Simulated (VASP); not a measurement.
Write the native input for VASP 6.6.1 that does the following.

* Task: single point
* Functional: PBE
* Potentials or basis: VASP PAW PBE potentials, release 64 (Ba_sv, Zn, H)
* Cutoff: 520 eV
* k mesh: 4 × 4 × 4
* Occupations: gaussian, width 0.1 eV
* Spin: no spin polarisation
* Dipole correction: no
* Further INCAR settings: ALGO = Normal; EDIFF = 1e-07; NBANDS = 30

The structure of BaZn2H6 lies in POSCAR:

```
BaZn2H6
1.0
    0.0000000000      3.8732586007      3.8732586007
    3.8732586007      0.0000000000      3.8732586007
    3.8732586007      3.8732586007      0.0000000000
Ba Zn H
1 2 6
Direct
    0.5000000000      0.5000000000      0.5000000000
    0.2500000000      0.2500000000      0.2500000000
    0.7500000000      0.7500000000      0.7500000000
    0.1221921573      0.8778078427      0.8778078427
    0.8778078427      0.1221921573      0.1221921573
    0.8778078427      0.1221921573      0.8778078427
    0.1221921573      0.8778078427      0.1221921573
    0.8778078427      0.8778078427      0.1221921573
    0.1221921573      0.1221921573      0.8778078427
```

The cell was built from a structure type or drawn by symmetry, and may not be a known phase.

These files were run (other wordings do the same):

INCAR

```
SYSTEM = BaZn2H6
PREC = Accurate ; ENCUT = 520
EDIFF = 1E-7 ; ISMEAR = 0
SIGMA = 0.1 ; LREAL = .FALSE.
LASPH = .TRUE. ; NELM = 60
ALGO = Normal ; ISIF = 2
LWAVE = .FALSE. ; LCHARG = .FALSE.
GGA = PE ; NBANDS = 30
```

KPOINTS

```
Automatic mesh
0
G
  4 4 4
  0 0 0
```

Potentials or basis: VASP PAW PBE potentials, release 64 (Ba_sv, Zn, H).

The run is started by

```sh
$ cat potpaw_PBE.64/Ba_sv/POTCAR potpaw_PBE.64/Zn/POTCAR potpaw_PBE.64/H/POTCAR > POTCAR
$ mpirun -np 1 vasp_std > vasp.out
```

It gave:

```
Pressure               : 0.1 GPa
Largest force          : 0.008 eV/Å
Band gap on the k mesh : zero (bands 20 and 21 overlap by 0.05 eV)
```

Caveat: spin-orbit coupling is left out, which moves the levels of the heavy elements.

It took 19 s on 1 thread of Intel(R) Xeon(R) 6975P-C (Granite Rapids), on a shared host, peak memory 0.26 GiB.
